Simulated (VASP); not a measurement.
# Be (Fm-3m) in VASP: a series of runs

The runs below take Be through single point, with PBE.

Program: VASP 6.6.1. These are calculated values, not measurements. Logs are shortened: lines on timing, memory, paths and dates and some standing lists are left out, and cuts for length are marked.

## Step 1: The cell of the first run

It takes space group Fm-3m (No. 225, cubic). The conventional cell has a = 3.116 Å, b = 3.116 Å, c = 3.116 Å, α = 90.00°, β = 90.00°, γ = 90.00°. Be (site symmetry m-3m) has 12 Be at 2.20 Å within 2.9 Å.

## Step 2: Single point, PBE (volume scaled by 0.96)

INCAR

```
SYSTEM = Be
PREC = Accurate
ENCUT = 520
EDIFF = 1E-6
ISMEAR = -1
SIGMA = 0.1
LREAL = .FALSE.
LASPH = .TRUE.
NELM = 60
ALGO = Normal
ISIF = 2
LWAVE = .FALSE.
LCHARG = .FALSE.
GGA = PE
NBANDS = 7
```

KPOINTS

```
regular mesh
0
G
  28 28 28
  0 0 0
```

POSCAR

```
Be
1.0
    0.0000000000      1.5578489680      1.5578489680
    1.5578489680      0.0000000000      1.5578489680
    1.5578489680      1.5578489680      0.0000000000
Be
1
Direct
    0.0000000000      0.0000000000      0.0000000000
```

Potentials or basis: VASP PAW PBE potentials, release 64 (Be).

Run with:

```console
$ cat potpaw_PBE.64/Be/POTCAR > POTCAR
$ mpirun -np 1 vasp_std > vasp.out
```

OUTCAR:

```text
SYSTEM = Be
   PREC = Accurate
   ENCUT = 520
   EDIFF = 1E-6
   ISMEAR = -1
   LREAL = .FALSE.
   LASPH = .TRUE.
   NELM = 60
   ISIF = 2
   GGA = PE

 ion  position               nearest neighbor table
   1  0.000  0.000  0.000-

  LATTYP: Found a face centered cubic cell.
 ALAT       =     3.1156979360

  Lattice vectors:

 A1 = (   0.0000000000,   1.5578489680,   1.5578489680)
 A2 = (   1.5578489680,   0.0000000000,   1.5578489680)
 A3 = (   1.5578489680,   1.5578489680,   0.0000000000)

Analysis of symmetry for initial positions (statically):
[... 5 lines left out ...]
 face centered cubic supercell.

 Subroutine GETGRP returns: Found 48 space group operations
 (whereof 48 operations were pure point group operations)
 out of a pool of 48 trial point group operations.

The static configuration has the point symmetry O_h .

Analysis of symmetry for dynamics (positions and initial velocities):
[... 5 lines left out ...]
 face centered cubic supercell.

 Subroutine GETGRP returns: Found 48 space group operations
 (whereof 48 operations were pure point group operations)
 out of a pool of 48 trial point group operations.

The dynamic configuration has the point symmetry O_h .

 Subroutine INISYM returns: Found 48 space group operations
 (whereof 48 operations are pure point group operations),
 and found     1 'primitive' translations

----------------------------------------------------------------------------------------

                                     Primitive cell

  volume of cell :       7.5615

  direct lattice vectors                    reciprocal lattice vectors
     0.000000000  1.557848968  1.557848968    -0.320955375  0.320955375  0.320955375
     1.557848968  0.000000000  1.557848968     0.320955375 -0.320955375  0.320955375
     1.557848968  1.557848968  0.000000000     0.320955375  0.320955375 -0.320955375

  length of vectors
     2.203131139  2.203131139  2.203131139     0.555911017  0.555911017  0.555911017

  position of ions in fractional coordinates (direct lattice)
     0.000000000  0.000000000  0.000000000

  ion indices of the primitive-cell ions
   primitive index   ion index
                 1           1

----------------------------------------------------------------------------------------

 KPOINTS: regular mesh

Automatic generation of k-mesh.
 Grid dimensions read from file:
 generate k-points for:   28   28   28

[... 54 lines left out ...]
   PREC   = accura    normal or accurate (medium, high low for compatibility)
   ISTART =      0    job   : 0-new  1-cont  2-samecut
   ICHARG =      2    charge: 1-file 2-atom 10-const
   ISPIN  =      1    spin polarized calculation?
   LNONCOLLINEAR =      F non collinear calculations
   LSORBIT =      F    spin-orbit coupling
   LASPH  =      T    aspherical Exc in radial PAW
   ENCUT  =  520.0 eV  38.22 Ry    6.18 a.u.   4.10  4.10  4.10*2*pi/ulx,y,z
   NELM   =     60;   NELMIN=  2; NELMDL= -5     # of ELM steps
   EDIFF  = 0.1E-05   stopping-criterion for ELM
   LREAL  =      F    real-space projection
   EDIFFG = 0.1E-04   stopping-criterion for IOM
   NSW    =      0    number of steps for IOM
   IBRION =     -1    ionic relax: 0-MD 1-quasi-New 2-CG
   NFREE  =      0    steps in history (QN), initial steepest desc. (CG)
   ISIF   =      2    stress and relaxation
   ISYM   =      2    0-nonsym 1-usesym 2-fastsym
   POTIM  = 0.5000    time-step for ionic-motion
   TEBEG  =    0.0;   TEEND  =   0.0 temperature during run
   PSTRESS=    0.0 pullay stress
   NELECT =       2.0000    total number of electrons
   NUPDOWN=      -1.0000    fix difference up-down
   EMIN   =  10.00;   EMAX   =-10.00  energy-range for DOS
   EFERMI =   0.00;   METHOD = LEGACY
   ISMEAR =    -1;   SIGMA  =   0.10  broadening in eV -4-tet -1-fermi 0-gaus
   EFERMI_NEDOS =   21; number of points for ismear=-14 and -15
   IALGO  =     38    algorithm
   IMIX   =      4    mixing-type and parameters
     AMIX     =   0.40;   BMIX     =  1.00
     AMIX_MAG =   1.60;   BMIX_MAG =  1.00
  volume/ion in A,a.u.               =       7.56        51.03
  Fermi-wavevector in a.u.,A,eV,Ry     =   1.050871  1.985859 15.025325  1.104330
  Thomas-Fermi vector in A             =   2.185892
   LORBIT       =      0    0 simple, 1 ext, 2 COOP (PROOUT), +10 PAW based schemes
   GGA     = PE    functional components
   LHFCALC =     F    Hartree Fock is set to
   AEXX    =    0.0000 exact exchange contribution
   IVDW    =     0    specifies the selected vdW correction
   LEPSILON=     F    determine dielectric tensor
   LRPA    =     F    only Hartree local field effects (RPA)
 non-spin polarized calculation
  energy-cutoff  :      520.00
  volume of cell :        7.56
 maximum number of plane-waves:       212
   NGX =  9   NGY =  9   NGZ =  9

 number of electron       2.0000000 magnetization

 Free energy of the ion-electron system (eV)
  ---------------------------------------------------
  ext. energy  EPLUGINS =         0.00000000
  ---------------------------------------------------
  free energy    TOTEN  =        -3.68251223 eV

  energy without entropy =       -3.67957113  energy(sigma->0) =       -3.68104168

 E-fermi :   7.9248     XC(G=0): -10.7575

 val. band max:        7.9008136352   @ k =  -0.2857   0.5000   0.2143
 cond. band min:       7.9770974910   @ k =  -0.2857   0.4643   0.1786
 fundamental gap:      0.0762838558
 Fermi energy:         7.9248112116

 k-point     1 :       0.0000    0.0000    0.0000
  band No.  band energies     occupation
      1      -4.2047      2.00000
      2      27.9933      0.00000
      3      27.9933      0.00000
      4      27.9933      0.00000
      5      37.7736      0.00000
      6      37.7736      0.00000
      7      37.7736      0.00000
[... 221 lines left out ...]
 k-point    24 :       0.3214    0.0357    0.0000
  band No.  band energies     occupation
      1      -0.9717      2.00000
      2      14.3406      0.00000
      3      24.8011      0.00000
      4      25.9891      0.00000
      5      35.2180      0.00000
      6      37.9406      0.00000
      7      38.8081      0.00000

 [... further k-points ...]
[... 5 lines left out ...]
  --------------------------------------------------------------------------------------
  -------------------------------------------------------------------------------------
  Total        0.2559126      0.2559126      0.2559126     -0.0000000      0.0000000     -0.0000000
  in kB       54.2245767     54.2245767     54.2245767     -0.0000000      0.0000000     -0.0000000
  external PRESSURE =      54.2245767 kB  Pullay stress =       0.0000000 kB

 VOLUME and BASIS-vectors are now :
 -----------------------------------------------------------------------------
  energy-cutoff  :      520.00
  volume of cell :        7.56
      direct lattice vectors                 reciprocal lattice vectors
     0.000000000  1.557848968  1.557848968    -0.320955375  0.320955375  0.320955375
     1.557848968  0.000000000  1.557848968     0.320955375 -0.320955375  0.320955375
     1.557848968  1.557848968  0.000000000     0.320955375  0.320955375 -0.320955375

 POSITION                                       TOTAL-FORCE (eV/Angst)
 -----------------------------------------------------------------------------------
      0.00000      0.00000      0.00000        -0.000000      0.000000      0.000000
 -----------------------------------------------------------------------------------
    total drift:                                0.000000     -0.000000     -0.000000

  FREE ENERGIE OF THE ION-ELECTRON SYSTEM (eV)
  ---------------------------------------------------
  free  energy   TOTEN  =        -3.6825122312 eV

  energy  without entropy=       -3.6795711296  energy(sigma->0) =       -3.68104168
```

Wall time 6.4 s (1 thread of Intel Xeon Platinum 8488C (Sapphire Rapids), shared host); peak memory 0.13 GiB.

Results:

| Property | Result |
| --- | --- |
| Free energy | -3.6825 eV |
| Pressure | 5.4 GPa |
| Band gap on the k mesh | zero (band 1 reaches 8.89 eV, above the bottom of band 2 at 7.60 eV) |

Levels at points of the mesh, in eV from the Fermi level:
```
           k point  band 1  band 2  band 3  band 4  band 5
(0.00, 0.00, 0.00)  -12.13   20.07   20.07   20.07   29.85
(0.50, 0.00, 0.00)   -5.48    0.11   17.03   17.03   26.90
(0.50, 0.50, 0.00)   -2.77    3.98    9.81    9.81   15.51
```

Caveat: the cell differs from its parent crystal (volume scaled by 0.96).

## Step 3: Single point, PBE

This run uses another cell than the first one, of 7.88 Å³/atom, 1.042 times its volume.

INCAR

```
SYSTEM = Be
PREC = Accurate
ENCUT = 520
EDIFF = 1E-6
ISMEAR = -1
SIGMA = 0.1
LREAL = .False.
LASPH = .True.
NELM = 60
ALGO = Normal
ISIF = 2
LWAVE = .False.
LCHARG = .True.
GGA = PE
LELF = .True.
LVHAR = .True.
NBANDS = 7
```

KPOINTS

```
Automatic mesh
0
Gamma
  28 28 28
  0 0 0
```

POSCAR

```
Be
1.0
    0.0000000000      1.5791920170      1.5791920170
    1.5791920170      0.0000000000      1.5791920170
    1.5791920170      1.5791920170      0.0000000000
Be
1
Direct
    0.0000000000      0.0000000000      0.0000000000
```

Potentials or basis: VASP PAW PBE potentials, release 64 (Be).

Run with:

```console
$ cat potpaw_PBE.64/Be/POTCAR > POTCAR
$ mpirun -np 1 vasp_std > vasp.out
```

OUTCAR:

```text
SYSTEM = Be
   PREC = Accurate
   ENCUT = 520
   EDIFF = 1E-6
   ISMEAR = -1
   LREAL = .False.
   LASPH = .True.
   NELM = 60
   ISIF = 2
   GGA = PE

 ion  position               nearest neighbor table
   1  0.000  0.000  0.000-

  LATTYP: Found a face centered cubic cell.
 ALAT       =     3.1583840340

  Lattice vectors:

 A1 = (   0.0000000000,   1.5791920170,   1.5791920170)
 A2 = (   1.5791920170,   0.0000000000,   1.5791920170)
 A3 = (   1.5791920170,   1.5791920170,   0.0000000000)

Analysis of symmetry for initial positions (statically):
[... 5 lines left out ...]
 face centered cubic supercell.

 Subroutine GETGRP returns: Found 48 space group operations
 (whereof 48 operations were pure point group operations)
 out of a pool of 48 trial point group operations.

The static configuration has the point symmetry O_h .

Analysis of symmetry for dynamics (positions and initial velocities):
[... 5 lines left out ...]
 face centered cubic supercell.

 Subroutine GETGRP returns: Found 48 space group operations
 (whereof 48 operations were pure point group operations)
 out of a pool of 48 trial point group operations.

The dynamic configuration has the point symmetry O_h .

[... 138 lines left out ...]
  ext. energy  EPLUGINS =         0.00000000
  ---------------------------------------------------
  free energy    TOTEN  =        -3.68789378 eV

  energy without entropy =       -3.68434363  energy(sigma->0) =       -3.68611870

 E-fermi :   7.5294     XC(G=0): -10.6225

 val. band max:        7.4270601903   @ k =  -0.2857   0.4286   0.1786
 cond. band min:       7.5478060148   @ k =  -0.3571   0.3571   0.0357
 fundamental gap:      0.1207458245
 Fermi energy:         7.5294046655

 k-point     1 :       0.0000    0.0000    0.0000
  band No.  band energies     occupation
      1      -4.3200      2.00000
      2      26.9884      0.00000
      3      26.9884      0.00000
      4      26.9884      0.00000
      5      36.6612      0.00000
      6      36.6612      0.00000
      7      36.6612      0.00000
[... 221 lines left out ...]
 k-point    24 :       0.3214    0.0357    0.0000
  band No.  band energies     occupation
      1      -1.1334      2.00000
      2      13.7605      0.00000
      3      23.9159      0.00000
      4      25.0505      0.00000
      5      34.1827      0.00000
      6      36.8113      0.00000
      7      37.5988      0.00000

 [... further k-points ...]
[... 5 lines left out ...]
  --------------------------------------------------------------------------------------
  -------------------------------------------------------------------------------------
  Total        0.0094957      0.0094957      0.0094957      0.0000000      0.0000000      0.0000000
  in kB        1.9315349      1.9315349      1.9315349      0.0000000      0.0000000      0.0000000
  external PRESSURE =       1.9315349 kB  Pullay stress =       0.0000000 kB

 VOLUME and BASIS-vectors are now :
 -----------------------------------------------------------------------------
  energy-cutoff  :      520.00
  volume of cell :        7.88
      direct lattice vectors                 reciprocal lattice vectors
     0.000000000  1.579192017  1.579192017    -0.316617609  0.316617609  0.316617609
     1.579192017  0.000000000  1.579192017     0.316617609 -0.316617609  0.316617609
     1.579192017  1.579192017  0.000000000     0.316617609  0.316617609 -0.316617609

 POSITION                                       TOTAL-FORCE (eV/Angst)
 -----------------------------------------------------------------------------------
      0.00000      0.00000      0.00000         0.000000      0.000000      0.000000
 -----------------------------------------------------------------------------------
    total drift:                               -0.000000      0.000000     -0.000000

  FREE ENERGIE OF THE ION-ELECTRON SYSTEM (eV)
  ---------------------------------------------------
  free  energy   TOTEN  =        -3.6878937751 eV

  energy  without entropy=       -3.6843436345  energy(sigma->0) =       -3.68611870
```

stdout:

```text
POSCAR found type information on POSCAR Be
 POSCAR found :  1 types and       1 ions
 scaLAPACK will be used
 LDA part: xc-table for (Slater+PW92), standard interpolation
 POSCAR, INCAR and KPOINTS ok, starting setup
 FFT: planning ... GRIDC
 FFT: planning ... GRID_SOFT
 FFT: planning ... GRID
 WAVECAR not read
 entering main loop
```

Wall time 15 s (1 thread of Intel Xeon Platinum 8488C (Sapphire Rapids), shared host); peak memory 0.14 GiB.

Results:

* Free energy: -3.6879 eV
* Pressure: 0.2 GPa
* Band gap on the k mesh: zero (band 1 reaches 8.51 eV, above the bottom of band 2 at 7.26 eV)

## Step 4: Single point, PBE

This run uses another cell than the first one, of 7.88 Å³/atom, 1.042 times its volume.

INCAR

```
ALGO = Normal ; EDIFF = 1E-7
ENCUT = 520 ; GGA = PE
ISIF = 2 ; ISMEAR = -1
LASPH = T ; LCHARG = T
LELF = T ; LREAL = F
LVHAR = T ; LWAVE = F
NBANDS = 7 ; NELM = 60
PREC = Accurate ; SIGMA = 0.1
```

KPOINTS

```
k-points
0
Gamma
  28 28 28
```

POSCAR is that of step 3.

Run with:

```console
$ cat potpaw_PBE.64/Be/POTCAR > POTCAR
$ mpirun -np 1 vasp_std > vasp.out
```

Run time: 18 s. Hardware: 1 thread of Intel Xeon Platinum 8488C (Sapphire Rapids), shared host; peak memory 0.13 GiB.

Results (log left out):

| Quantity | Value |
| --- | --- |
| Free energy | -3.6879 eV |
| Pressure | 0.2 GPa |
| Band gap on the k mesh | zero (band 1 reaches 8.51 eV, above the bottom of band 2 at 7.26 eV) |

Levels at points of the mesh, in eV from the Fermi level:
| k point | band 1 | band 2 | band 3 | band 4 | band 5 |
| --- | --- | --- | --- | --- | --- |
| (0.00, 0.00, 0.00) | -11.85 | 19.46 | 19.46 | 19.46 | 29.13 |
| (0.50, 0.00, 0.00) | -5.27 | 0.03 | 16.52 | 16.52 | 26.27 |
| (0.50, 0.50, 0.00) | -2.64 | 3.86 | 9.56 | 9.56 | 15.20 |
